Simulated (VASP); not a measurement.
Input of a VASP 6.6.1 run:

File POSCAR:

```
Pt
1.0
    2.7329693150      0.0000000000      0.0000000000
   -1.3664846575      2.3668208545      0.0000000000
    0.0000000000      0.0000000000      4.7653532650
Pt
2
Direct
    0.6666666667      0.3333333333      0.7500000000
    0.3333333333      0.6666666667      0.2500000000
```

Contents of INCAR.step1:

```
  PREC = Accurate
  ENCUT = 630
  ISMEAR = 0
  SIGMA = 0.15
  LREAL = F
  LASPH = T
  NELM = 120
  NBANDS = 25
  GGA = PE
  ALGO = Normal
  EDIFF = 1E-5
  LWAVE = T
  LCHARG = F
  GGA_COMPAT = F
```

File INCAR.step2:

```
  PREC = Accurate
  ENCUT = 630
  EDIFF = 1E-6
  ISMEAR = 0
  SIGMA = 0.15
  LREAL = F
  LASPH = T
  NELM = 120
  ALGO = Normal
  ISIF = 2
  LWAVE = F
  LCHARG = F
  METAGGA = R2SCAN
  LMIXTAU = T
  NBANDS = 25
  ISTART = 1
  GGA_COMPAT = F
```

Contents of KPOINTS:

```
Automatic mesh
0
Gamma
  12 12 8
```

Potentials or basis: VASP PAW PBE potentials, release 64 (Pt_sv_GW).

The run is started by

```console
$ cat potpaw_PBE.64/Pt_sv_GW/POTCAR > POTCAR
$ cp INCAR.step1 INCAR
$ mpirun -np 1 vasp_std > vasp.out
$ cp INCAR.step2 INCAR
$ mpirun -np 1 vasp_std > vasp.out
```

(1) Estimate the pressure.

(2) Predict the band gap on the k mesh.

Answers

(1) -0.6 GPa.

(2) zero (bands 18 and 19 overlap by 1.46 eV).

Caveat: the PAW data sets were made with another functional, which shifts forces and pressure a little; spin-orbit coupling is left out, which moves the levels of the heavy elements.
